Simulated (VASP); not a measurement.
Wanted: the native input for a VASP 6.6.1 run.

- Task: single point
- Functional: PBE
- Potentials or basis: VASP PAW PBE potentials, release 64 (Sc_sv, Hg)
- Cutoff: 520 eV
- k mesh: 12 × 12 × 12
- Occupations: gaussian, width 0.1 eV
- Spin: no spin polarisation
- Dipole correction: no
- Further INCAR settings: ALGO = Fast; EDIFF = 1e-06; NBANDS = 24

The structure of Sc2Hg lies in POSCAR:

```
Sc2Hg
1.0
    0.0000000000      3.3889741461      3.3889741461
    3.3889741461      0.0000000000      3.3889741461
    3.3889741461      3.3889741461      0.0000000000
Sc Hg
2 1
Direct
    0.2500000000      0.2500000000      0.2500000000
    0.7500000000      0.7500000000      0.7500000000
    0.0000000000      0.0000000000      0.0000000000
```

These files were run (other wordings do the same):

INCAR

```
PREC = Accurate
ENCUT = 520
EDIFF = 1E-6
ISMEAR = 0
SIGMA = 0.1
LREAL = F
LASPH = T
NELM = 80
ALGO = Fast
ISIF = 2
LWAVE = F
LCHARG = F
GGA = PE
NBANDS = 24
```

KPOINTS

```
regular mesh
0
Gamma
  12 12 12
```

Potentials or basis: VASP PAW PBE potentials, release 64 (Sc_sv, Hg).

Run with:

```sh
$ cat potpaw_PBE.64/Sc_sv/POTCAR potpaw_PBE.64/Hg/POTCAR > POTCAR
$ mpirun -np 1 vasp_std > vasp.out
```

Results of the run:

The pressure is 0.1 GPa and the band gap on the k mesh is zero (band 17 reaches 3.30 eV, above the bottom of band 18 at 3.22 eV).

Caveat: spin-orbit coupling is left out, which moves the levels of the heavy elements.

It took 4.5 min on 1 thread of Oxide Virtual Turin-like Processor, with other jobs on the host, peak memory 0.26 GiB.
